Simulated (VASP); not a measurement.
Here is a VASP 6.6.1 calculation.

File INCAR:

```
SYSTEM = Li
PREC     = Accurate       ! precision mode
ENCUT    = 520            ! plane-wave cutoff, eV
EDIFF    = 1E-7           ! SCF threshold, eV
ISMEAR   = 0              ! smearing method
SIGMA    = 0.1            ! smearing width, eV
LREAL    = .FALSE.        ! projectors in reciprocal space
LASPH    = .TRUE.         ! aspherical terms in the spheres
NELM     = 60             ! most SCF steps
ALGO     = Fast           ! electronic algorithm
ISIF     = 2              ! what is computed and relaxed
LWAVE    = .FALSE.        ! write WAVECAR
LCHARG   = .TRUE.         ! write CHGCAR
GGA      = PE             ! functional
LELF     = .TRUE.         ! ELF
LVHAR    = .TRUE.       
NBANDS   = 22             ! bands
```

The input KPOINTS:

```
regular mesh
0
G
  4 4 4
  0 0 0
```

POSCAR

```
Li
1.0
    5.7940099100      0.0000000000      0.0000000000
    0.0000000000      5.7940099100      0.0000000000
    0.0000000000      0.0000000000      5.0174924500
Li
8
Direct
    0.4401390300      0.7462757800      0.0000000000
    0.5598609700      0.2537242200      0.0000000000
    0.7462757800      0.5598609700      0.5000000000
    0.2537242200      0.4401390300      0.5000000000
    0.9401390300      0.7537242200      0.0000000000
    0.0598609700      0.2462757800      0.0000000000
    0.7537242200      0.0598609700      0.5000000000
    0.2462757800      0.9401390300      0.5000000000
```

Potentials or basis: VASP PAW PBE potentials, release 64 (Li_sv).

Run with:

```sh
$ cat potpaw_PBE.64/Li_sv/POTCAR > POTCAR
$ mpirun -np 1 vasp_std > vasp.out
```

(1) Predict the band gap on the k mesh.

(2) What does it give for the largest force?

## Answers

(1) zero (band 12 reaches 0.89 eV, above the bottom of band 13 at -0.14 eV).

(2) 0.030 eV/Å.
